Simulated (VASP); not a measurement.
Set up this calculation in VASP 6.6.1, as the native input.

- Task: single point
- Functional: PBEsol
- Potentials or basis: VASP PAW PBE potentials, release 64 (Y_sv)
- Cutoff: 520 eV
- k mesh: 15 × 15 × 8
- Occupations: gaussian, width 0.1 eV
- Spin: no spin polarisation
- Dipole correction: no
- Further INCAR settings: ALGO = Fast; EDIFF = 1e-07; NBANDS = 18

The structure of Y lies in POSCAR:

```
Y
1.0
    3.5976028895      0.0000000000      0.0000000000
   -1.7988014447      3.1156154950      0.0000000000
    0.0000000000      0.0000000000      5.5848788151
Y
2
Direct
    0.3333333333      0.6666666667      0.2500000000
    0.6666666667      0.3333333333      0.7500000000
```

One way to write it, as run:

INCAR

```
SYSTEM = Y
PREC = Accurate
ENCUT = 520
EDIFF = 1E-7
ISMEAR = 0
SIGMA = 0.1
LREAL = .False.
LASPH = .True.
NELM = 100
ALGO = Fast
ISIF = 2
LWAVE = .False.
LCHARG = .False.
GGA = PS
NBANDS = 18
```

KPOINTS

```
regular mesh
0
Gamma
  15 15 8
  0 0 0
```

Potentials or basis: VASP PAW PBE potentials, release 64 (Y_sv).

Run with:

```sh
$ cat potpaw_PBE.64/Y_sv/POTCAR > POTCAR
$ mpirun -np 1 vasp_std > vasp.out
```

Results of the run:

| Quantity | Value |
| --- | --- |
| Pressure | -0.1 GPa |
| Band gap on the k mesh | zero (band 11 reaches 4.25 eV, above the bottom of band 12 at 2.66 eV) |

Caveat: the PAW data sets were made with another functional, which shifts forces and pressure a little.

Run time: 110 s on 1 thread of Intel(R) Xeon(R) 6975P-C (Granite Rapids), with other jobs on the host, peak memory 0.29 GiB.
